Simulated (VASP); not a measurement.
A run of VASP 6.6.1 is set up as follows.

The input INCAR:

```
PREC = Accurate
ENCUT = 520
EDIFF = 1E-6
ISMEAR = -1
SIGMA = 0.02
LREAL = F
LASPH = T
NELM = 80
ALGO = Normal
ISIF = 2
LWAVE = F
LCHARG = F
GGA = PE
NBANDS = 36
```

KPOINTS

```
Automatic mesh
0
Gamma
  6 6 6
```

The input POSCAR:

```
CdSb2C
1.0
   -3.0094901280      3.0094901280      5.0432806105
    3.0094901280     -3.0094901280      5.0432806105
    3.0094901280      3.0094901280     -5.0432806105
Cd Sb C
2 4 2
Direct
    0.0000000000      0.0000000000      0.0000000000
    0.7500000000      0.2500000000      0.5000000000
    0.3750000000      0.4524834671      0.5774834671
    0.2024834671      0.6250000000      0.0774834671
    0.8750000000      0.7975165329      0.4225165329
    0.5475165329      0.1250000000     -0.0774834671
    0.5000000000      0.5000000000      0.0000000000
    0.2500000000      0.7500000000      0.5000000000
```

Potentials or basis: VASP PAW PBE potentials, release 64 (Cd, Sb, C).

Command:

```sh
$ cat potpaw_PBE.64/Cd/POTCAR potpaw_PBE.64/Sb/POTCAR potpaw_PBE.64/C/POTCAR > POTCAR
$ mpirun -np 1 vasp_std > vasp.out
```

(1) Estimate the band gap on the k mesh.

(2) What does it give for the pressure?

Results:

(1) 0.09 eV.

(2) 4.6 GPa.

Caveat: the cell stands under pressure; spin-orbit coupling is left out, which moves the levels of the heavy elements.
